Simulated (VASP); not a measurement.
# GaN (P6_3mc) in VASP: further runs

The runs below take GaN through single point, with PBE.

All numbers are computed with VASP 6.6.1; they aren't measurements. Logs are shortened: lines on timing, memory, paths and dates and some standing lists are left out, and cuts for length are marked.

### 1 The cell of the first run

The structure is hexagonal, space group P6_3mc (No. 186). The conventional cell has a = 3.184 Å, b = 3.184 Å, c = 5.194 Å, α = 90.00°, β = 90.00°, γ = 120.00°. Within 2.6 Å of Ga (site symmetry 3m) lie 4 N at 1.95 Å. N (site symmetry 3m) has 4 Ga at 1.95 Å within 2.6 Å.

### 2 Single point, PBE, non-collinear spin, zero start, spin-orbit coupling

INCAR

```
PREC     = Accurate       # precision mode
ENCUT    = 600            # plane-wave cutoff, eV
EDIFF    = 1E-6           # SCF threshold, eV
ISMEAR   = 0              # smearing method
SIGMA    = 0.01           # smearing width, eV
LREAL    = False          # projectors in reciprocal space
LASPH    = True           # aspherical terms in the spheres
NELM     = 200            # most SCF steps
ALGO     = Normal         # electronic algorithm
ISIF     = 2              # what is computed and relaxed
LWAVE    = False          # write WAVECAR
LCHARG   = True           # write CHGCAR
MAGMOM   = 0 0 0 0 0 0 0 0 0 0 0 0 # initial moments
LORBIT   = 11             # projections on sites
LSORBIT  = True           # spin-orbit coupling
GGA_COMPAT= False        
LORBMOM  = True         
GGA      = PE             # functional
LVHAR    = True         
NBANDS   = 50             # bands
```

KPOINTS

```
regular mesh
0
Gamma
  9 9 6
```

POSCAR

```
GaN
1.0
    3.1836200000      0.0000000000      0.0000000000
   -1.5918100000      2.7570957960      0.0000000000
    0.0000000000      0.0000000000      5.1941890000
Ga N
2 2
Direct
    0.6666666667      0.3333333333      0.0000000000
    0.3333333333      0.6666666667      0.5000000000
    0.6666666667      0.3333333333      0.3750000000
    0.3333333333      0.6666666667      0.8750000000
```

Potentials or basis: VASP PAW PBE potentials, release 64 (Ga_d, N).

Command:

```console
> cat potpaw_PBE.64/Ga_d/POTCAR potpaw_PBE.64/N/POTCAR > POTCAR
> mpirun -np 1 vasp_ncl > vasp.out
```

OUTCAR:

```text
PREC = Accurate
   ENCUT = 600
   EDIFF = 1E-6
   ISMEAR = 0
   LREAL = False
   LASPH = True
   NELM = 200
   ISIF = 2
   LORBIT = 11
   LSORBIT = True
   GGA = PE

 ion  position               nearest neighbor table
   1  0.667  0.333  0.000-   3 1.95   4 1.95   4 1.95   4 1.95
   2  0.333  0.667  0.500-   4 1.95   3 1.95   3 1.95   3 1.95
   3  0.667  0.333  0.375-   1 1.95   2 1.95   2 1.95   2 1.95
   4  0.333  0.667  0.875-   2 1.95   1 1.95   1 1.95   1 1.95

  LATTYP: Found a hexagonal cell.
 ALAT       =     3.1836200000
 C/A-ratio  =     1.6315354848

  Lattice vectors:

 A1 = (   3.1836200000,   0.0000000000,   0.0000000000)
 A2 = (  -1.5918100000,   2.7570957960,   0.0000000000)
 A3 = (   0.0000000000,   0.0000000000,   5.1941890000)

Analysis of symmetry for initial positions (statically):
=====================================================================
 Subroutine PRICEL returns:
 Original cell was already a primitive cell.

 Routine SETGRP: Setting up the symmetry group for a
 hexagonal supercell.

 Subroutine GETGRP returns: Found 12 space group operations
 (whereof  6 operations were pure point group operations)
 out of a pool of 24 trial point group operations.

The static configuration has the point symmetry C_3v.
 The point group associated with its full space group is C_6v.

Analysis of symmetry for dynamics (positions and initial velocities):
=====================================================================
 Subroutine PRICEL returns:
 Original cell was already a primitive cell.

 Routine SETGRP: Setting up the symmetry group for a
 hexagonal supercell.

 Subroutine GETGRP returns: Found 12 space group operations
 (whereof  6 operations were pure point group operations)
 out of a pool of 24 trial point group operations.

The dynamic configuration has the point symmetry C_3v.
 The point group associated with its full space group is C_6v.

Analysis of structural, dynamic, and magnetic symmetry:
=====================================================================
 Subroutine PRICEL returns:
 Original cell was already a primitive cell.

 Routine SETGRP: Setting up the symmetry group for a
 hexagonal supercell.

 Subroutine GETGRP returns: Found 12 space group operations
 (whereof  6 operations were pure point group operations)
 out of a pool of 24 trial point group operations.

The overall configuration has the point symmetry C_3v.
 The point group associated with its full space group is C_6v.

 Subroutine INISYM returns: Found 12 space group operations
 (whereof  6 operations are pure point group operations),
 and found     1 'primitive' translations

----------------------------------------------------------------------------------------

                                     Primitive cell

  volume of cell :      45.5922

  direct lattice vectors                    reciprocal lattice vectors
     3.183620000  0.000000000  0.000000000     0.314107840  0.181350246  0.000000000
    -1.591810000  2.757095796  0.000000000     0.000000000  0.362700491  0.000000000
     0.000000000  0.000000000  5.194189000     0.000000000  0.000000000  0.192522837

  length of vectors
     3.183620000  3.183620000  5.194189000     0.362700491  0.362700491  0.192522837

  position of ions in fractional coordinates (direct lattice)
     0.666666667  0.333333333  0.000000000
     0.333333333  0.666666667  0.500000000
     0.666666667  0.333333333  0.375000000
     0.333333333  0.666666667  0.875000000

  ion indices of the primitive-cell ions
   primitive index   ion index
                 1           1
                 2           2
                 3           3
                 4           4

[... 114 lines left out ...]

 Free energy of the ion-electron system (eV)
  ---------------------------------------------------
  ext. energy  EPLUGINS =         0.00000000
  ---------------------------------------------------
  free energy    TOTEN  =       -24.31432340 eV

  energy without entropy =      -24.31432340  energy(sigma->0) =      -24.31432340

 E-fermi :   5.4749     XC(G=0): -11.6813

 val. band max:        5.3551299062   @ k =   0.0000   0.0000   0.0000
 cond. band min:       7.2618839608   @ k =   0.0000   0.0000   0.0000
 fundamental gap:      1.9067540546
 Fermi energy:         5.4748755613

 k-point     1 :       0.0000    0.0000    0.0000
  band No.  band energies     occupation
      1     -10.6564      1.00000
      2     -10.6564      1.00000
      3      -9.7353      1.00000
      4      -9.7353      1.00000
      5      -8.2890      1.00000
      6      -8.2890      1.00000
[... 1213 lines left out ...]
     47      15.8856      0.00000
     48      15.9243      0.00000

 [... further k-points ...]

 [bands above 48 left out]

------------------------ aborting loop because EDIFF is reached ----------------------------------------

  FORCE on cell =-STRESS in cart. coord.  units (eV):
  Direction    XX          YY          ZZ          XY          YZ          ZX
  --------------------------------------------------------------------------------------
  -------------------------------------------------------------------------------------
  Total        1.5768549      1.5768549      1.6955645      0.0000000      0.0000000      0.0000000
  in kB       55.4129758     55.4129758     59.5846042      0.0000000      0.0000000      0.0000000
  external PRESSURE =      56.8035186 kB  Pullay stress =       0.0000000 kB

 VOLUME and BASIS-vectors are now :
 -----------------------------------------------------------------------------
  energy-cutoff  :      600.00
  volume of cell :       45.59
      direct lattice vectors                 reciprocal lattice vectors
     3.183620000  0.000000000  0.000000000     0.314107840  0.181350246  0.000000000
    -1.591810000  2.757095796  0.000000000     0.000000000  0.362700491  0.000000000
     0.000000000  0.000000000  5.194189000     0.000000000  0.000000000  0.192522837

 POSITION                                       TOTAL-FORCE (eV/Angst)
 -----------------------------------------------------------------------------------
      1.59181      0.91903      0.00000         0.000000     -0.000000     -0.085669
     -0.00000      1.83806      2.59709        -0.000000      0.000000     -0.085669
      1.59181      0.91903      1.94782        -0.000000      0.000000      0.085669
     -0.00000      1.83806      4.54492         0.000000     -0.000000      0.085669
 -----------------------------------------------------------------------------------
    total drift:                                0.000000     -0.000000     -0.000517

  FREE ENERGIE OF THE ION-ELECTRON SYSTEM (eV)
  ---------------------------------------------------
  free  energy   TOTEN  =       -24.3143234005 eV

  energy  without entropy=      -24.3143234005  energy(sigma->0) =      -24.31432340

 orbital moment (x)

 # of ion     p       d       tot
 ----------------------------------------
  1        -0.000   0.000   0.000
  2        -0.000  -0.000  -0.000
  3         0.000   0.000   0.000
  4         0.000   0.000   0.000
 ----------------------------------------
            0.000  -0.000  -0.000

 orbital moment (y)

 # of ion     p       d       tot
 ----------------------------------------
  1        -0.000  -0.000  -0.000
  2         0.000  -0.000   0.000
  3        -0.000   0.000  -0.000
  4         0.000   0.000   0.000
 ----------------------------------------
            0.000  -0.000  -0.000

 orbital moment (z)

 # of ion     p       d       tot
 ----------------------------------------
  1        -0.000  -0.000  -0.000
  2        -0.000  -0.000  -0.000
  3         0.000   0.000   0.000
  4        -0.000   0.000  -0.000
 ----------------------------------------
           -0.000  -0.000  -0.000

 Spin-Orbit-Coupling matrix elements

 Ion:    1  E_soc:     -0.0107657
 l=   1
     0.0000000    -0.0009733    -0.0009751
    -0.0009733     0.0000000    -0.0009733
    -0.0009751    -0.0009733     0.0000000
 l=   2
     0.0000000    -0.0001624     0.0000000    -0.0001624    -0.0006613
    -0.0001624     0.0000000    -0.0004952    -0.0001597    -0.0001624
     0.0000000    -0.0004952     0.0000000    -0.0004952     0.0000000
    -0.0001624    -0.0001597    -0.0004952     0.0000000    -0.0001624
    -0.0006613    -0.0001624     0.0000000    -0.0001624     0.0000000
 l=   3
     0.0000000     0.0000000     0.0000000     0.0000000     0.0000000     0.0000000     0.0000000
     0.0000000     0.0000000     0.0000000     0.0000000     0.0000000     0.0000000     0.0000000
     0.0000000     0.0000000     0.0000000     0.0000000     0.0000000     0.0000000     0.0000000
     0.0000000     0.0000000     0.0000000     0.0000000     0.0000000     0.0000000     0.0000000
[... 49 lines left out ...]
 l=   2
     0.0000000     0.0000000     0.0000000     0.0000000     0.0000000
     0.0000000     0.0000000     0.0000000     0.0000000     0.0000000
     0.0000000     0.0000000     0.0000000     0.0000000     0.0000000
     0.0000000     0.0000000     0.0000000     0.0000000     0.0000000
     0.0000000     0.0000000     0.0000000     0.0000000     0.0000000
 l=   3
     0.0000000     0.0000000     0.0000000     0.0000000     0.0000000     0.0000000     0.0000000
     0.0000000     0.0000000     0.0000000     0.0000000     0.0000000     0.0000000     0.0000000
     0.0000000     0.0000000     0.0000000     0.0000000     0.0000000     0.0000000     0.0000000
     0.0000000     0.0000000     0.0000000     0.0000000     0.0000000     0.0000000     0.0000000
     0.0000000     0.0000000     0.0000000     0.0000000     0.0000000     0.0000000     0.0000000
     0.0000000     0.0000000     0.0000000     0.0000000     0.0000000     0.0000000     0.0000000
     0.0000000     0.0000000     0.0000000     0.0000000     0.0000000     0.0000000     0.0000000

 total charge

# of ion       s       p       d       tot
------------------------------------------
    1        0.787   0.900  10.181  11.868
    2        0.787   0.900  10.181  11.868
    3        1.221   2.517   0.000   3.738
    4        1.221   2.517   0.000   3.738
--------------------------------------------------
tot          4.018   6.832  20.362  31.212

 magnetization (x)

# of ion       s       p       d       tot
------------------------------------------
    1        0.000  -0.000   0.000  -0.000
    2       -0.000   0.000  -0.000  -0.000
    3        0.000   0.000   0.000   0.000
    4       -0.000  -0.000   0.000  -0.000
--------------------------------------------------
tot         -0.000  -0.000   0.000  -0.000

 magnetization (y)

# of ion       s       p       d       tot
------------------------------------------
    1        0.000   0.000   0.000   0.000
    2        0.000  -0.000   0.000  -0.000
    3       -0.000   0.000   0.000  -0.000
    4        0.000   0.000   0.000   0.000
--------------------------------------------------
tot         -0.000  -0.000   0.000  -0.000

 magnetization (z)

# of ion       s       p       d       tot
------------------------------------------
    1        0.000  -0.000   0.000  -0.000
    2       -0.000   0.000   0.000   0.000
    3        0.000  -0.000   0.000  -0.000
    4        0.000   0.000   0.000   0.000
--------------------------------------------------
tot          0.000   0.000   0.000   0.000
```

Wall time 13 min (1 thread of Intel Xeon 8259CL, shared host); peak memory 0.49 GiB.

What came out:

```
Free energy                                           : -24.3143 eV
Pressure                                              : 5.7 GPa
Largest force                                         : 0.086 eV/Å
Net moment                                            : 0.00 μB per cell
Valence electrons inside the program's atomic spheres : Ga 11.87; N 3.74
```

Forces on the atoms (eV/Å):
```
Ga   0.000  0.000 -0.086
Ga   0.000  0.000 -0.086
N    0.000  0.000  0.086
N    0.000  0.000  0.086
```

Stress tensor (GPa, compression positive):
```
5.54 0.00 0.00
0.00 5.54 0.00
0.00 0.00 5.96
```

Moments on the atoms (μB; x, y, z):
```
Ga  0.00 0.00 0.00
Ga  0.00 0.00 0.00
N   0.00 0.00 0.00
N   0.00 0.00 0.00
```

Caveat: the cell stands under pressure.

### 3 Single point, PBE, non-collinear spin, zero start, spin-orbit coupling

This run uses another cell than the first one, of 11.43 Å³/atom.

INCAR

```
PREC = Accurate
ENCUT = 600
EDIFF = 1E-6
ISMEAR = 0
SIGMA = 0.01
LREAL = F
LASPH = T
NELM = 200
ALGO = Normal
ISIF = 2
LWAVE = F
LCHARG = F
LNONCOLLINEAR = T
MAGMOM = 0 0 0 0 0 0 0 0 0 0 0 0
LORBIT = 11
LSORBIT = T
GGA_COMPAT = F
LORBMOM = T
GGA = PE
NBANDS = 50
```

KPOINTS is that of step 2.

POSCAR

```
GaN
1.0
    3.1900000000      0.0000000000      0.0000000000
   -1.5950000000      2.7626210381      0.0000000000
    0.0000000000      0.0000000000      5.1890000000
Ga N
2 2
Direct
    0.6666666667      0.3333333333      0.0000000000
    0.3333333333      0.6666666667      0.5000000000
    0.6666666667      0.3333333333      0.3750000000
    0.3333333333      0.6666666667      0.8750000000
```

Potentials or basis: VASP PAW PBE potentials, release 64 (Ga_d, N).

Command:

```console
> cat potpaw_PBE.64/Ga_d/POTCAR potpaw_PBE.64/N/POTCAR > POTCAR
> mpirun -np 1 vasp_ncl > vasp.out
```

Wall time 13 min (1 thread of Intel Xeon 8259CL, shared host); peak memory 0.49 GiB.

Results (log left out):

| Quantity | Value |
| --- | --- |
| Free energy | -24.3185 eV |
| Pressure | 5.1 GPa |
| Largest force | 0.118 eV/Å |
| Net moment | 0.00 μB per cell |
| Valence electrons inside the program's atomic spheres | Ga 11.86; N 3.74 |

Forces on the atoms (eV/Å):
```
Ga   0.000  0.000 -0.118
Ga   0.000  0.000 -0.118
N    0.000  0.000  0.118
N    0.000  0.000  0.118
```

Stress tensor (GPa, compression positive):
```
4.57 0.00 0.00
0.00 4.57 0.00
0.00 0.00 6.14
```

Moments on the atoms (μB; x, y, z):
```
Ga  0.00 0.00 0.00
Ga  0.00 0.00 0.00
N   0.00 0.00 0.00
N   0.00 0.00 0.00
```

Caveat: the cell stands under pressure.
